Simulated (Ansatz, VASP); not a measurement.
## Two plane-wave programs on BaOs2

File INCAR:

```
  PREC = Accurate
  ENCUT = 520
  EDIFF = 1E-6
  ISMEAR = 0
  SIGMA = 0.1
  LREAL = F
  LASPH = T
  NELM = 80
  ALGO = Normal
  ISIF = 2
  LWAVE = F
  LCHARG = F
  GGA = PE
  NBANDS = 35
```

Contents of KPOINTS:

```
regular mesh
0
Gamma
  6 6 1
```

POSCAR

```
BaOs2
1.0
    3.6453247800      0.0000000000      0.0000000000
   -1.8226623900      3.1569438700      0.0000000000
    0.0000000000      0.0000000000     15.8857142800
Ba Os
2 4
Direct
    0.3333333300      0.6666666700      0.7500000000
    0.6666666700      0.3333333300      0.2500000000
    0.6666666700      0.3333333300      0.9368952300
    0.3333333300      0.6666666700      0.0631047700
    0.3333333300      0.6666666700      0.4368952300
    0.6666666700      0.3333333300      0.5631047700
```

Input for Ansatz:

```yaml
crystal:
  lattice:
    - [3.64532478, 0.0, 0.0]
    - [-1.82266239, 3.15694387, 0.0]
    - [0.0, 0.0, 15.88571428]
  atoms:
    - { symbol: Ba, position: [0.33333333, 0.66666667, 0.75] }
    - { symbol: Ba, position: [0.66666667, 0.33333333, 0.25] }
    - { symbol: Os, position: [0.66666667, 0.33333333, 0.93689523] }
    - { symbol: Os, position: [0.33333333, 0.66666667, 0.06310477] }
    - { symbol: Os, position: [0.33333333, 0.66666667, 0.43689523] }
    - { symbol: Os, position: [0.66666667, 0.33333333, 0.56310477] }
basis:
  ecutwfc: 420
kpoints:
  mp_grid: { grid: [6, 6, 1] }
hamiltonian:
  xc: pbe
scf:
  occupations: { method: gaussian, width: 0.1 }
  lower_state_search: "off"
output:
  forces: true
  stress: true
  eigenvalues: true
```

Alike in both runs: task single point; functional PBE; k mesh 6 × 6 × 1; occupations gaussian, width 0.1 eV; no spin polarisation.

|  | VASP | Ansatz |
| --- | --- | --- |
| version | VASP 6.6.1 | Ansatz 0.2.0 |
| potentials or method | VASP PAW PBE potentials, release 64 (Ba_sv, Os), cutoff 520 eV | scalar-relativistic, plane waves, PAW |
| valence electrons in the cell | 52 | 84 |

|  | VASP | Ansatz | Ansatz less VASP |
| --- | --- | --- | --- |
| gap on the k mesh at the Fermi level (eV) | none | none | - |
| pressure (GPa) | -19.4 | -19.9 | -0.45 |
| traceless stress, the component that is largest in VASP (GPa) | -3.26 | -3.08 | +0.181 |
| rms of the force components (eV/Å) | 1.522 | 1.498 | -0.0237 |

Atom by atom the forces differ by 0.024 eV/Å (rms over components). A gap of «none» marks a metal or a gap that the smearing closes. VASP's potentials hold 52 valence electrons a cell and Ansatz's 84, so a difference there can come from the potentials and not from the codes.

The k mesh is coarse, so the values compare programs but aren't converged. Neither program's run includes spin-orbit coupling.
